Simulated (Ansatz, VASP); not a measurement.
## MgO: VASP beside Ansatz

File INCAR:

```
PREC     = Accurate       # precision mode
ENCUT    = 520            # plane-wave cutoff, eV
EDIFF    = 1E-6           # SCF threshold, eV
ISMEAR   = 0              # smearing method
SIGMA    = 0.05           # smearing width, eV
LREAL    = F              # projectors in reciprocal space
LASPH    = T              # aspherical terms in the spheres
NELM     = 60             # most SCF steps
ALGO     = Normal         # electronic algorithm
ISIF     = 2              # what is computed and relaxed
LWAVE    = F              # write WAVECAR
LCHARG   = T              # write CHGCAR
GGA      = PE             # functional
LELF     = T              # ELF
LVHAR    = T            
NBANDS   = 16             # bands
```

File KPOINTS:

```
regular mesh
0
Gamma
  9 9 6
```

The input POSCAR:

```
MgO
1.0
    3.6152063587      0.0000000000      0.0000000000
   -1.8076031794      3.1308605466      0.0000000000
    0.0000000000      0.0000000000      4.2149690936
Mg O
2 2
Direct
    0.6666666667      0.3333333333      0.7500000000
    0.3333333333      0.6666666667      0.2500000000
    0.6666666667      0.3333333333      0.2500000000
    0.3333333333      0.6666666667      0.7500000000
```

Input for Ansatz:

```yaml
crystal:
  lattice:
    - [3.6152063587, 0.0, 0.0]
    - [-1.8076031794, 3.1308605466, 0.0]
    - [0.0, 0.0, 4.2149690936]
  atoms:
    - { symbol: Mg, position: [0.6666666667, 0.3333333333, 0.75] }
    - { symbol: Mg, position: [0.3333333333, 0.6666666667, 0.25] }
    - { symbol: O, position: [0.6666666667, 0.3333333333, 0.25] }
    - { symbol: O, position: [0.3333333333, 0.6666666667, 0.75] }
basis:
  ecutwfc: 520.0
kpoints:
  mp_grid: { grid: [9, 9, 6] }
hamiltonian:
  xc: pbe
  pseudopotentials: { kind: paw, azcp: { folder: soft_1 } }
scf:
  occupations: { method: gaussian, width: 0.05 }
output:
  forces: true
  stress: true
  eigenvalues: true
```

Alike in both runs: task single point; functional PBE; k mesh 9 × 9 × 6; occupations gaussian, width 0.05 eV; no spin polarisation.

|  | VASP | Ansatz |
| --- | --- | --- |
| version | VASP 6.6.1 | Ansatz 0.2.0 |
| potentials or method | VASP PAW PBE potentials, release 64 (Mg, O), cutoff 520 eV | scalar-relativistic, plane waves, PAW |
| valence electrons in the cell | 16 | 32 |

|  | VASP | Ansatz | Ansatz less VASP |
| --- | --- | --- | --- |
| gap on the k mesh at the Fermi level (eV) | 3.08 | 3.10 | +0.020 |
| least direct gap on the mesh (eV) | 3.08 | 3.10 | +0.020 |
| pressure (GPa) | -5.5 | -4.9 | +0.58 |
| traceless stress, the component that is largest in VASP (GPa) | 2.34 | 2.42 | +0.085 |

VASP's potentials hold 16 valence electrons a cell and Ansatz's 32, so a difference there can come from the potentials and not from the codes.
